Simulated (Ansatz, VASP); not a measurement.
N in VASP and in Ansatz

```
N
1.0
     7.47458    0.00000    0.00000
     0.00000    7.47458    0.00000
     0.00000    0.00000    7.47458
N
16
Direct
  0.18725 0.26689 0.79523
  0.19098 0.18260 0.91623
  0.46453 0.33169 0.41109
  0.39014 0.21608 0.35755
  0.79555 0.60213 0.78264
  0.77267 0.69319 0.66901
  0.44724 0.77210 0.12873
  0.39479 0.64555 0.07380
  0.23831 0.72316 0.61920
  0.34315 0.82641 0.60868
  0.96205 0.96284 0.31825
  0.92137 0.88843 0.19766
  0.65203 0.13709 0.87895
  0.72844 0.14263 0.75298
  0.94143 0.45579 0.32197
  0.89715 0.39121 0.19688
```

Alike in both runs: functional PBE; k mesh 1 × 1 × 1; occupations fermi-dirac, width 0.05 eV; no spin polarisation.

Ansatz relaxed the structure, and its values are those at the end. VASP's run is a single point on that final structure, the one shown.

|  | VASP | Ansatz |
| --- | --- | --- |
| version | VASP 6.6.1 | Ansatz 0.2.0 |
| potentials or method | VASP PAW PBE potentials, release 64 (N), cutoff 520 eV | scalar-relativistic, plane waves, PAW |
| valence electrons in the cell | 80 | 80 |

|  | VASP | Ansatz | Ansatz less VASP |
| --- | --- | --- | --- |
| rms of the force components (eV/Å) | 0.957 | 0.060 | -0.8968 |

One of these differences is far larger than is usual between the two programs; its cause wasn't traced. The functional is the same, so the differences come from potentials, cutoffs and numerics.

Noted on VASP's run: the standard files for N, O and F lose accuracy on very short bonds.
